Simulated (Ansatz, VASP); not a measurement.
**HfO2 in VASP and in Ansatz**

```
Hf O
1.0
     3.64483    0.00000    0.00000
     0.00000    3.64483    0.00000
     0.00000    0.00000    5.29805
Hf O
2 4
Direct
  0.50000 0.50000 0.50000
  0.00000 0.00000 0.00000
  0.00000 0.50000 0.69721
  0.50000 0.00000 0.80279
  0.50000 0.00000 0.30279
  0.00000 0.50000 0.19721
```

Alike in both runs: task single point; functional PBE; k mesh 6 × 6 × 4; no spin polarisation.

```csv
,VASP,Ansatz
version,VASP 6.6.1,Ansatz 0.2.0
potentials or method,"VASP PAW PBE potentials, release 64 (Hf_pv, O), cutoff 520 eV","plane waves, PAW"
occupations,"gaussian, width 0.01 eV",fixed
valence electrons in the cell,44,76
```

|  | VASP | Ansatz | Ansatz less VASP |
| --- | --- | --- | --- |
| pressure (GPa) | -10.4 | -7.4 | +2.97 |
| traceless stress, the component that is largest in VASP (GPa) | 0.98 | 0.86 | -0.120 |

VASP's potentials hold 44 valence electrons a cell and Ansatz's 76, so a difference there can come from the potentials and not from the codes.

Neither program's run includes spin-orbit coupling.
